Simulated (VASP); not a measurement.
Input of a VASP 6.6.1 run:

The input INCAR:

```
PREC     = Accurate       # precision mode
ENCUT    = 520            # plane-wave cutoff, eV
EDIFF    = 1E-6           # SCF threshold, eV
ISMEAR   = -1             # smearing method
SIGMA    = 0.05           # smearing width, eV
LREAL    = F              # projectors in reciprocal space
LASPH    = T              # aspherical terms in the spheres
NELM     = 100            # most SCF steps
ALGO     = Normal         # electronic algorithm
ISIF     = 2              # what is computed and relaxed
LWAVE    = F              # write WAVECAR
LCHARG   = F              # write CHGCAR
GGA      = PS             # functional
NBANDS   = 14             # bands
```

KPOINTS

```
Automatic mesh
0
Gamma
  6 6 6
```

POSCAR

```
NaI
1.0
    0.0000000000      3.2364000000      3.2687640000
    3.2364000000      0.0000000000      3.2687640000
    3.2364000000      3.2364000000      0.0000000000
I Na
1 1
Direct
    0.5000000000      0.5000000000      0.5000000000
    0.0000000000      0.0000000000      0.0000000000
```

Potentials or basis: VASP PAW PBE potentials, release 64 (I, Na_pv).

Command:

```bash
$ cat potpaw_PBE.64/I/POTCAR potpaw_PBE.64/Na_pv/POTCAR > POTCAR
$ mpirun -np 1 vasp_std > vasp.out
```

(1) Predict the pressure.

(2) Estimate the band gap on the k mesh.

## Answers

(1) -0.6 GPa.

(2) 3.47 eV.

Caveat: the PAW data sets were made with another functional, which shifts forces and pressure a little; spin-orbit coupling is left out, which moves the levels of the heavy elements.
